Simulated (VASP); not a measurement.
# Pb (C2/m) in VASP: settings compared

Pb is run at these levels: LDA, PBE0; tasks: single point.

All numbers are computed with VASP 6.6.1; they aren't measurements. Logs are shortened: lines on timing, memory, paths and dates and some standing lists are left out, and cuts for length are marked.

### 1 The cell of the first run

It takes space group C2/m (No. 12, monoclinic). Conventional cell: a = 6.036 Å, b = 3.477 Å, c = 6.409 Å, α = 90.00°, β = 109.14°, γ = 90.00°. Within 4.4 Å of Pb (site symmetry m) lie 10 Pb at 3.31 to 3.48 Å.

### 2 Single point, LDA (31.77 Å³/atom)

File INCAR:

```
PREC     = Accurate       # precision mode
ENCUT    = 520            # plane-wave cutoff, eV
EDIFF    = 1E-6           # SCF threshold, eV
ISMEAR   = -1             # smearing method
SIGMA    = 0.05           # smearing width, eV
LREAL    = False          # projectors in reciprocal space
LASPH    = True           # aspherical terms in the spheres
NELM     = 60             # most SCF steps
ALGO     = Fast           # electronic algorithm
ISIF     = 2              # what is computed and relaxed
LWAVE    = False          # write WAVECAR
LCHARG   = False          # write CHGCAR
NBANDS   = 21             # bands
```

File KPOINTS:

```
regular mesh
0
Gamma
  9 9 5
```

File POSCAR:

```
Pb
1.0
    3.0182128647     -1.7385724922      0.0000000000
    3.0182128647      1.7385724922      0.0000000000
   -2.1012644739      0.0000000000      6.0543160853
Pb
2
Direct
    0.9085084100      0.9085084100      0.7262922000
    0.0914915900      0.0914915900      0.2737078000
```

Potentials or basis: VASP PAW LDA potentials, release 64 (Pb_d).

The run is started by

```bash
$ cat potpaw_LDA.64/Pb_d/POTCAR > POTCAR
$ mpirun -np 1 vasp_std > vasp.out
```

OUTCAR:

```text
PREC = Accurate
   ENCUT = 520
   EDIFF = 1E-6
   ISMEAR = -1
   LREAL = False
   LASPH = True
   NELM = 60
   ISIF = 2

 ion  position               nearest neighbor table
   1  0.909  0.909  0.726-   2 3.31   2 3.38   2 3.38   2 3.43
   2  0.091  0.091  0.274-   1 3.31   1 3.38   1 3.38   1 3.43

  LATTYP: Found a base centered monoclinic cell.
 ALAT       =     6.0364257294
 B/A-ratio  =     0.5760271293
 C/A-ratio  =     1.0616534713
 COS(beta)  =    -0.3278823751

  Lattice vectors:

 A1 = (   3.0182128647,  -1.7385724922,   0.0000000000)
 A2 = (   3.0182128647,   1.7385724922,   0.0000000000)
 A3 = (  -2.1012644739,   0.0000000000,   6.0543160853)

Analysis of symmetry for initial positions (statically):
=====================================================================
 Subroutine PRICEL returns:
 Original cell was already a primitive cell.

 Routine SETGRP: Setting up the symmetry group for a
 base centered monoclinic supercell.

 Subroutine GETGRP returns: Found  4 space group operations
 (whereof  4 operations were pure point group operations)
 out of a pool of  4 trial point group operations.

The static configuration has the point symmetry C_2h.

Analysis of symmetry for dynamics (positions and initial velocities):
=====================================================================
 Subroutine PRICEL returns:
 Original cell was already a primitive cell.

 Routine SETGRP: Setting up the symmetry group for a
 base centered monoclinic supercell.

 Subroutine GETGRP returns: Found  4 space group operations
 (whereof  4 operations were pure point group operations)
 out of a pool of  4 trial point group operations.

The dynamic configuration has the point symmetry C_2h.

 Subroutine INISYM returns: Found  4 space group operations
 (whereof  4 operations are pure point group operations),
 and found     1 'primitive' translations

----------------------------------------------------------------------------------------

                                     Primitive cell

  volume of cell :      63.5386

  direct lattice vectors                    reciprocal lattice vectors
     3.018212865 -1.738572492  0.000000000     0.165660947 -0.287592264  0.057495753
     3.018212865  1.738572492  0.000000000     0.165660947  0.287592264  0.057495753
    -2.101264474  0.000000000  6.054316085     0.000000000  0.000000000  0.165171422

  length of vectors
     3.483136978  3.483136978  6.408592330     0.336836194  0.336836194  0.165171422

  position of ions in fractional coordinates (direct lattice)
     0.908508410  0.908508410  0.726292200
     0.091491590  0.091491590  0.273707800

  ion indices of the primitive-cell ions
   primitive index   ion index
                 1           1
                 2           2

----------------------------------------------------------------------------------------

 KPOINTS: regular mesh

Automatic generation of k-mesh.
 Grid dimensions read from file:
 generate k-points for:    9    9    5

 Generating k-lattice:

  Cartesian coordinates                     Fractional coordinates (reciprocal lattice)
     0.018406772 -0.031954696  0.006388417     0.111111111 -0.000000000  0.000000000
     0.018406772  0.031954696  0.006388417    -0.000000000  0.111111111  0.000000000
     0.000000000  0.000000000  0.033034284     0.000000000  0.000000000  0.200000000

  Length of vectors
     0.037426244  0.037426244  0.033034284

  Shift w.r.t. Gamma in fractional coordinates (k-lattice)
     0.000000000  0.000000000  0.000000000

 Subroutine IBZKPT returns following result:
 ===========================================

 Found    115 irreducible k-points:

 Following reciprocal coordinates:
            Coordinates               Weight
  0.000000  0.000000  0.000000      1.000000
  0.111111 -0.000000  0.000000      4.000000
  0.222222  0.000000  0.000000      4.000000
  0.333333  0.000000 -0.000000      4.000000
  0.444444  0.000000  0.000000      4.000000
  0.111111  0.111111  0.000000      2.000000
[... 16 lines left out ...]
 -0.333333  0.333333  0.000000      2.000000
  0.444444  0.444444  0.000000      2.000000
 [... further k-points ...]
   k-points           NKPTS =    115   k-points in BZ     NKDIM =    115   number of bands    NBANDS=     21
   number of dos      NEDOS =    301   number of ions     NIONS =      2
   total plane-waves  NPLWV =  37632
   dimension x,y,z NGX =    28 NGY =   28 NGZ =   48
   dimension x,y,z NGXF=    56 NGYF=   56 NGZF=   96
   ions per type =               2
   NGX,Y,Z   is equivalent  to a cutoff of  13.36, 13.36, 12.45 a.u.
   NGXF,Y,Z  is equivalent  to a cutoff of  26.73, 26.73, 24.90 a.u.
 SYSTEM =  unknown system
   PREC   = accura    normal or accurate (medium, high low for compatibility)
   ISTART =      0    job   : 0-new  1-cont  2-samecut
   ICHARG =      2    charge: 1-file 2-atom 10-const
   ISPIN  =      1    spin polarized calculation?
   LNONCOLLINEAR =      F non collinear calculations
   LSORBIT =      F    spin-orbit coupling
   LASPH  =      T    aspherical Exc in radial PAW
   ENCUT  =  520.0 eV  38.22 Ry    6.18 a.u.   6.48  6.48 11.92*2*pi/ulx,y,z
   NELM   =     60;   NELMIN=  2; NELMDL= -5     # of ELM steps
   EDIFF  = 0.1E-05   stopping-criterion for ELM
   LREAL  =      F    real-space projection
   EDIFFG = 0.1E-04   stopping-criterion for IOM
   NSW    =      0    number of steps for IOM
   IBRION =     -1    ionic relax: 0-MD 1-quasi-New 2-CG
   NFREE  =      0    steps in history (QN), initial steepest desc. (CG)
   ISIF   =      2    stress and relaxation
   ISYM   =      2    0-nonsym 1-usesym 2-fastsym
   POTIM  = 0.5000    time-step for ionic-motion
   TEBEG  =    0.0;   TEEND  =   0.0 temperature during run
   PSTRESS=    0.0 pullay stress
   NELECT =      28.0000    total number of electrons
   NUPDOWN=      -1.0000    fix difference up-down
   EMIN   =  10.00;   EMAX   =-10.00  energy-range for DOS
   EFERMI =   0.00;   METHOD = LEGACY
   ISMEAR =    -1;   SIGMA  =   0.05  broadening in eV -4-tet -1-fermi 0-gaus
   EFERMI_NEDOS =   21; number of points for ismear=-14 and -15
   IALGO  =     68    algorithm
   IMIX   =      4    mixing-type and parameters
     AMIX     =   0.40;   BMIX     =  1.00
     AMIX_MAG =   1.60;   BMIX_MAG =  1.00
  volume/ion in A,a.u.               =      31.77       214.39
  Fermi-wavevector in a.u.,A,eV,Ry     =   1.245800  2.354220 21.116475  1.552017
  Thomas-Fermi vector in A             =   2.380006
   LORBIT       =      0    0 simple, 1 ext, 2 COOP (PROOUT), +10 PAW based schemes
   GGA     = CA    functional components
   LHFCALC =     F    Hartree Fock is set to
   AEXX    =    0.0000 exact exchange contribution
   IVDW    =     0    specifies the selected vdW correction
   LEPSILON=     F    determine dielectric tensor
   LRPA    =     F    only Hartree local field effects (RPA)
 non-spin polarized calculation
 RMM-DIIS sequential band-by-band and
  energy-cutoff  :      520.00
  volume of cell :       63.54
 maximum number of plane-waves:      1732
 NGX is ok and might be reduce to    28
   NGX = 13   NGY = 13   NGZ = 23

 number of electron      27.9999998 magnetization

 Free energy of the ion-electron system (eV)
  ---------------------------------------------------
  ext. energy  EPLUGINS =         0.00000000
  ---------------------------------------------------
  free energy    TOTEN  =        -8.36726221 eV

  energy without entropy =       -8.35927327  energy(sigma->0) =       -8.36326774

 E-fermi :   6.4181     XC(G=0): -10.1881

 val. band max:        6.4144091122   @ k =   0.3333   0.2222   0.0000
 cond. band min:       6.4541117571   @ k =  -0.3333  -0.4444   0.4000
 fundamental gap:      0.0397026449
 Fermi energy:         6.4180865867

 k-point     1 :       0.0000    0.0000    0.0000
  band No.  band energies     occupation
      1     -10.6374      2.00000
      2     -10.5102      2.00000
      3     -10.5101      2.00000
      4     -10.5072      2.00000
      5     -10.5058      2.00000
      6     -10.4935      2.00000
[... 13 lines left out ...]
     20      15.9967      0.00000
     21      16.5694      0.00000

 k-point     2 :       0.1111   -0.0000    0.0000
  band No.  band energies     occupation
      1     -10.6260      2.00000
      2     -10.5271      2.00000
      3     -10.5142      2.00000
      4     -10.4838      2.00000
      5     -10.4795      2.00000
      6     -10.4585      2.00000
[... 13 lines left out ...]
     20      15.9047      0.00000
     21      16.8629      0.00000

 k-point     3 :       0.2222    0.0000    0.0000
  band No.  band energies     occupation
      1     -10.6061      2.00000
      2     -10.5567      2.00000
      3     -10.5344      2.00000
      4     -10.4656      2.00000
      5     -10.4348      2.00000
      6     -10.4092      2.00000
[... 13 lines left out ...]
     20      14.8522      0.00000
     21      16.0223      0.00000

 k-point     4 :       0.3333    0.0000   -0.0000
  band No.  band energies     occupation
      1     -10.6190      2.00000
      2     -10.5784      2.00000
      3     -10.5532      2.00000
      4     -10.5207      2.00000
      5     -10.4311      2.00000
      6     -10.3432      2.00000
[... 13 lines left out ...]
     20      14.2104      0.00000
     21      14.8799      0.00000

 k-point     5 :       0.4444    0.0000    0.0000
  band No.  band energies     occupation
      1     -10.6419      2.00000
      2     -10.5987      2.00000
      3     -10.5777      2.00000
      4     -10.5326      2.00000
      5     -10.4389      2.00000
      6     -10.3335      2.00000
[... 13 lines left out ...]
     20      13.9396      0.00000
     21      14.8029      0.00000
[... 382 lines left out ...]
     20      14.7249      0.00000
     21      14.8353      0.00000

 k-point    22 :      -0.4444    0.3333   -0.0000
  band No.  band energies     occupation
      1     -10.6077      2.00000
      2     -10.5567      2.00000
      3     -10.5042      2.00000
      4     -10.4803      2.00000
      5     -10.4403      2.00000
      6     -10.3646      2.00000
[... 13 lines left out ...]
     20      14.3178      0.00000
     21      16.1084      0.00000

 k-point    23 :      -0.3333    0.3333    0.0000
  band No.  band energies     occupation
      1     -10.5948      2.00000
      2     -10.5468      2.00000
      3     -10.5063      2.00000
      4     -10.4073      2.00000
      5     -10.3994      2.00000
      6     -10.3892      2.00000
[... 13 lines left out ...]
     20      14.8400      0.00000
     21      16.5503      0.00000

 k-point    24 :       0.4444    0.4444    0.0000
  band No.  band energies     occupation
      1     -10.6952      2.00000
      2     -10.5549      2.00000
      3     -10.5352      2.00000
      4     -10.5055      2.00000
      5     -10.5045      2.00000
      6     -10.3433      2.00000
[... 13 lines left out ...]
     20      13.7200      0.00000
     21      15.3957      0.00000

 [... further k-points ...]

------------------------ aborting loop because EDIFF is reached ----------------------------------------

  FORCE on cell =-STRESS in cart. coord.  units (eV):
  Direction    XX          YY          ZZ          XY          YZ          ZX
  --------------------------------------------------------------------------------------
  -------------------------------------------------------------------------------------
  Total       -0.9424030     -0.9368309     -0.9846568      0.0000000      0.0000000      0.0026362
  in kB      -23.7634500    -23.6229448    -24.8289129      0.0000000      0.0000000      0.0664751
  external PRESSURE =     -24.0717693 kB  Pullay stress =       0.0000000 kB

 VOLUME and BASIS-vectors are now :
 -----------------------------------------------------------------------------
  energy-cutoff  :      520.00
  volume of cell :       63.54
      direct lattice vectors                 reciprocal lattice vectors
     3.018212865 -1.738572492  0.000000000     0.165660947 -0.287592264  0.057495753
     3.018212865  1.738572492  0.000000000     0.165660947  0.287592264  0.057495753
    -2.101264474  0.000000000  6.054316085     0.000000000  0.000000000  0.165171422

 POSITION                                       TOTAL-FORCE (eV/Angst)
 -----------------------------------------------------------------------------------
      3.95801      0.00000      4.39720         0.025598      0.000000     -0.134282
     -0.02285      0.00000      1.65711        -0.025598      0.000000      0.134282
 -----------------------------------------------------------------------------------
    total drift:                                0.000000      0.000000     -0.000000

  FREE ENERGIE OF THE ION-ELECTRON SYSTEM (eV)
  ---------------------------------------------------
  free  energy   TOTEN  =        -8.3672622118 eV

  energy  without entropy=       -8.3592732688  energy(sigma->0) =       -8.36326774
```

Run time: 56 s. Hardware: 1 thread of Intel Xeon 6975P-C (Granite Rapids), shared host; peak memory 0.24 GiB.

Results:

```yaml
Free_energy: -8.3673 eV
Pressure: -2.4 GPa
Largest_force: 0.137 eV/Å
Band_gap_on_the_k_mesh: zero (bands 14 and 15 overlap by 7.71 eV)
```

Forces on the atoms (eV/Å):
```
Pb   0.026  0.000 -0.134
Pb  -0.026  0.000  0.134
```

Stress tensor (GPa, compression positive):
```
-2.38  0.00  0.01
 0.00 -2.36  0.00
 0.01  0.00 -2.48
```

Levels at points of the mesh, in eV from the Fermi level:
| k point | band 12 | band 13 | band 14 | band 15 | band 16 | band 17 |
| --- | --- | --- | --- | --- | --- | --- |
| (0.00, 0.00, 0.00) | -8.41 | -4.04 | 6.32 | 6.53 | 6.58 | 6.63 |

Caveat: spin-orbit coupling is left out, which moves the levels of the heavy elements.

[end of part 1 of 2]
